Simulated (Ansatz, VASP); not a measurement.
**NaCl in VASP and in Ansatz**

File INCAR:

```
SYSTEM = NaCl
ALGO = Normal ; EDIFF = 1E-6
EDIFFG = -0.01 ; ENCUT = 600
GGA = PE ; IBRION = 2
ISIF = 3 ; ISMEAR = 0
LASPH = .True. ; LCHARG = .False.
LREAL = .False. ; LWAVE = .False.
NELM = 80 ; NSW = 100
PREC = Accurate ; SIGMA = 0.02
```

Contents of KPOINTS:

```
k-points
0
Gamma
  8 8 8
  0 0 0
```

Contents of POSCAR:

```
NaCl
1.0
    0.0000000000      2.8481696037      2.8481696037
    2.8481696037      0.0000000000      2.8481696037
    2.8481696037      2.8481696037      0.0000000000
Na Cl
1 1
Direct
    0.5000000000      0.5000000000      0.5000000000
    0.0000000000      0.0000000000      0.0000000000
```

Input for Ansatz:

```yaml
crystal:
  lattice:
    - [0.0, 2.8481696037, 2.8481696037]
    - [2.8481696037, 0.0, 2.8481696037]
    - [2.8481696037, 2.8481696037, 0.0]
  atoms:
    - { symbol: Na, position: [0.5, 0.5, 0.5] }
    - { symbol: Cl, position: [0.0, 0.0, 0.0] }
basis:
  ecutwfc: 420
kpoints:
  mp_grid: { grid: [8, 8, 8] }
hamiltonian:
  xc: pbe
scf:
  occupations: { method: gaussian, width: 0.02 }
output:
  forces: true
  stress: true
  eigenvalues: true
relax:
  adjacent_minimum: "off"
  f_tol: 0.01
  max_steps: 80
  cell: { stress_tol: 0.05 }
```

Change from the starting cell: the structure that the rattled cell fell into.

Alike in both runs: task relaxation of cell and atoms; functional PBE; k mesh 8 × 8 × 8; occupations gaussian, width 0.02 eV; no spin polarisation.

```csv
,VASP,Ansatz
version,VASP 6.6.1,Ansatz 0.2.0
potentials or method,"VASP PAW PBE potentials, release 64 (Na_pv, Cl), cutoff 600 eV","scalar-relativistic, plane waves, PAW"
valence electrons in the cell,14,16
```

|  | VASP | Ansatz | Ansatz less VASP |
| --- | --- | --- | --- |
| gap on the k mesh at the Fermi level, each at its own relaxed structure (eV) | 4.99 | 4.99 | 0.000 |
| relaxed volume (Å³/atom) | 23.10 | 23.10 | 0.000 |
| relaxed cell length with the largest relative difference (Å) | 4.028 | 4.028 | 0.0000 |

VASP's potentials hold 14 valence electrons a cell and Ansatz's 16, so a difference there can come from the potentials and not from the codes.

Noted on VASP's run: the relaxation stopped at its first step, so nothing moved.
